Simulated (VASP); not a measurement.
Runs of VASP 6.6.1 on InSb. The structure is that of space group F-43m (No. 216), or close to it. The cells are those of the table. 

```tsv
task	cell	k mesh	cutoff (eV)	smearing	gap on the mesh (eV)	pressure (GPa)	relaxed volume (Å³/atom)
relaxation of cell and atoms	relaxed from a = 4.635 Å, angles 60.0°, 2 atoms	12 × 12 × 12	600	gaussian 0.1 eV	-	0.0	35.25
single point	a = 4.635, b = 6.555 Å, angles 135.0, 60.0, 90.0°, 2 atoms	8 × 6 × 15	520	gaussian 0.1 eV	-	0.0	-
relaxation of cell and atoms	relaxed from a = 4.581 Å, angles 60.0°, 2 atoms	10 × 10 × 10	600	gaussian 0.01 eV	0.02	0.0	(a)
single point	a = 4.635 Å, angles 60.0°, 2 atoms	10 × 10 × 10	520	gaussian 0.01 eV	0.02	0.0	-
single point	a = 4.581 Å, angles 60.0°, 2 atoms	6 × 6 × 6	550	gaussian 0.1 eV	0.24	1.7	-
```

Alike in all rows: level r2SCAN; potentials or basis VASP PAW PBE potentials, release 64 (In_d, Sb); no spin polarisation.

**Question.** Fill in the values left out.

**Answer.** (a) 35.23.

Caveats: the PAW data sets were made with another functional, which shifts forces and pressure a little; spin-orbit coupling is left out, which moves the levels of the heavy elements.

A k mesh can miss the band edges, and the runs leave out spin-orbit coupling on In, Sb.
